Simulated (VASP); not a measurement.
Write the native input for VASP 6.6.1 that does the following.

```yaml
Task: relaxation of shape and atoms at fixed volume
Functional: PBE
Potentials_or_basis: VASP PAW PBE potentials, release 64 (Mn_pv)
Cutoff: 600 eV
k_mesh: 21 × 21 × 10
Occupations: gaussian, width 0.1 eV
Spin: no spin polarisation
Dipole_correction: no
Further_INCAR_settings: ALGO = Fast; EDIFF = 1e-06; IBRION = 2; EDIFFG = -0.01; NSW = 50; ISIF = 4
```

The structure of Mn lies in POSCAR:

```
Mn
1.0
    2.5299272257      0.0000000000      0.0000000000
   -1.2649636129      2.1909812472      0.0000000000
    0.0000000000      0.0000000000      4.0943281788
Mn
2
Direct
    0.6666666667      0.3333333333      0.7500000000
    0.3333333333      0.6666666667      0.2500000000
```

This isn't the form of Mn at room conditions, which is a 58-atom cubic cell.

These files were run (other wordings do the same):

INCAR

```
  ALGO = Fast
  EDIFF = 1E-6
  EDIFFG = -0.01
  ENCUT = 600
  GGA = PE
  IBRION = 2
  ISIF = 4
  ISMEAR = 0
  LASPH = T
  LCHARG = F
  LREAL = F
  LWAVE = F
  NELM = 100
  NSW = 50
  PREC = Accurate
  SIGMA = 0.1
```

KPOINTS

```
k-points
0
Gamma
  21 21 10
```

Potentials or basis: VASP PAW PBE potentials, release 64 (Mn_pv).

Launch:

```sh
$ cat potpaw_PBE.64/Mn_pv/POTCAR > POTCAR
$ mpirun -np 1 vasp_std > vasp.out
```

Results of the run:

```yaml
Pressure_after_relaxing: -14.6 GPa
Band_gap_on_the_k_mesh: zero (bands 13 and 14 overlap by 1.99 eV)
```

Caveat: the run has no spin polarisation, though such a crystal can be magnetic.

It took 72 s on 1 thread of AMD EPYC 9R45 96-Core Processor (Zen 5), with other jobs on the host, peak memory 0.2 GiB.
